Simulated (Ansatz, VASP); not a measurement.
MgS in VASP and in Ansatz

File POSCAR:

```
MgS
1.0
    0.0000000000      2.6015177399      2.6015177399
    2.6015177399      0.0000000000      2.6015177399
    2.6015177399      2.6015177399      0.0000000000
Mg S
1 1
Direct
    0.0000000000      0.0000000000      0.0000000000
    0.5000000000      0.5000000000      0.5000000000
```

File INCAR.step1:

```
SYSTEM = MgS
PREC = Accurate
ENCUT = 520
EDIFF = 1E-5
ISMEAR = 0
SIGMA = 0.01
LREAL = .FALSE.
LASPH = .TRUE.
NELM = 80
ALGO = Normal
ISIF = 2
LWAVE = .TRUE.
LCHARG = .FALSE.
NBANDS = 11
GGA = PE
```

The input INCAR.step2:

```
SYSTEM = MgS
PREC = Accurate
ENCUT = 520
EDIFF = 1E-7
ISMEAR = 0
SIGMA = 0.01
LREAL = .FALSE.
LASPH = .TRUE.
NELM = 80
ALGO = Normal
ISIF = 2
LWAVE = .FALSE.
LCHARG = .FALSE.
GGA = PE
LHFCALC = .TRUE.
AEXX = 1.0
HFSCREEN = 0.5
PRECFOCK = Normal
NBANDS = 11
ISTART = 1
ALDAC = 1.0
AGGAC = 1.0
```

The input KPOINTS:

```
regular mesh
0
G
  4 4 4
  0 0 0
```

Input for Ansatz:

```yaml
crystal:
  lattice:
    - [0.0, 2.6015177399, 2.6015177399]
    - [2.6015177399, 0.0, 2.6015177399]
    - [2.6015177399, 2.6015177399, 0.0]
  atoms:
    - { symbol: Mg, position: [0.0, 0.0, 0.0] }
    - { symbol: S, position: [0.5, 0.5, 0.5] }
kpoints:
  mp_grid: { grid: [4, 4, 4] }
hamiltonian:
  xc: { exchange: pbe, correlation: pbe, exx: { coeff: 1.0, omega: 0.5 } }
scf:
  occupations: { method: fixed }
  n_extra_bands: 4
output:
  forces: true
  stress: true
  eigenvalues: true
```

Alike in both runs: task single point; functional PBE-based screened hybrid; k mesh 4 × 4 × 4; no spin polarisation.

|  | VASP | Ansatz |
| --- | --- | --- |
| version | VASP 6.6.1 | Ansatz 0.2.0 |
| potentials or method | VASP PAW PBE potentials, release 64 (Mg, S) | plane waves |
| plane-wave cutoff (eV) | 520 | 420 |
| occupations | gaussian, width 0.01 eV | fixed |
| valence electrons in the cell | 8 | 16 |

VASP gave:

* gap on the k mesh at the Fermi level (eV): 4.67
* pressure (GPa): -3.1

Q: Which values does Ansatz return?

A: gap on the k mesh at the Fermi level (eV): 4.86; pressure (GPa): -2.6.

VASP's potentials were made for PBE, not for PBE-based screened hybrid. VASP's potentials hold 8 valence electrons a cell and Ansatz's 16, so a difference there can come from the potentials and not from the codes. Ansatz's warnings: stress exchange threshold loose, stress scf threshold loose.

The k mesh is coarse, so the values compare programs but aren't converged.
